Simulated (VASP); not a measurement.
Set up this calculation in VASP 6.6.1, as the native input.

```
Task                               : single point
Functional                         : PBE0
Potentials or basis                : VASP PAW PBE potentials, release 64 (Na_pv, I)
Cutoff                             : 520 eV
k mesh                             : 4 × 4 × 4
Occupations                        : gaussian, width 0.01 eV
Spin                               : no spin polarisation
Dipole correction                  : no
Grid for exact exchange (PRECFOCK) : Normal
Further INCAR settings             : ALGO = Normal; EDIFF = 1e-07; NBANDS = 14
Share of exact exchange            : 0.25
```

Crystal: NaI.

```
Na I
1.0
     4.04054    0.00000    0.00000
     0.00000    4.04054    0.00000
     0.00000    0.00000    4.04054
Na I
1 1
Direct
  0.00000 0.00000 0.00000
  0.50000 0.50000 0.50000
```

One way to write it, as run:

POSCAR

```
NaI
1.0
    4.0405366006      0.0000000000      0.0000000000
    0.0000000000      4.0405366006      0.0000000000
    0.0000000000      0.0000000000      4.0405366006
Na I
1 1
Direct
    0.0000000000      0.0000000000      0.0000000000
    0.5000000000      0.5000000000      0.5000000000
```

INCAR.step1

```
PREC = Accurate
ENCUT = 520
EDIFF = 1E-5
ISMEAR = 0
SIGMA = 0.01
LREAL = False
LASPH = True
NELM = 80
ALGO = Normal
ISIF = 2
LWAVE = True
LCHARG = False
NBANDS = 14
GGA = PE
```

INCAR.step2

```
PREC = Accurate
ENCUT = 520
EDIFF = 1E-7
ISMEAR = 0
SIGMA = 0.01
LREAL = False
LASPH = True
NELM = 80
ALGO = Normal
ISIF = 2
LWAVE = False
LCHARG = False
GGA = PE
LHFCALC = True
AEXX = 0.25
PRECFOCK = Normal
NBANDS = 14
ISTART = 1
```

KPOINTS

```
Automatic mesh
0
Gamma
  4 4 4
```

Potentials or basis: VASP PAW PBE potentials, release 64 (Na_pv, I).

The run is started by

```console
$ cat potpaw_PBE.64/Na_pv/POTCAR potpaw_PBE.64/I/POTCAR > POTCAR
$ cp INCAR.step1 INCAR
$ mpirun -np 1 vasp_std > vasp.out
$ cp INCAR.step2 INCAR
$ mpirun -np 1 vasp_std > vasp.out
```

Results of the run:

```
Pressure               : 0.1 GPa
Band gap on the k mesh : 3.92 eV (least direct gap 4.39 eV)
```

Caveat: the structure was generated, so it needn't be the stable form of NaI; the PAW data sets were made with another functional, which shifts forces and pressure a little; spin-orbit coupling is left out, which moves the levels of the heavy elements.

It took 5.1 min on 1 thread of Oxide Virtual Turin-like Processor, with other jobs on the host, peak memory 0.15 GiB.
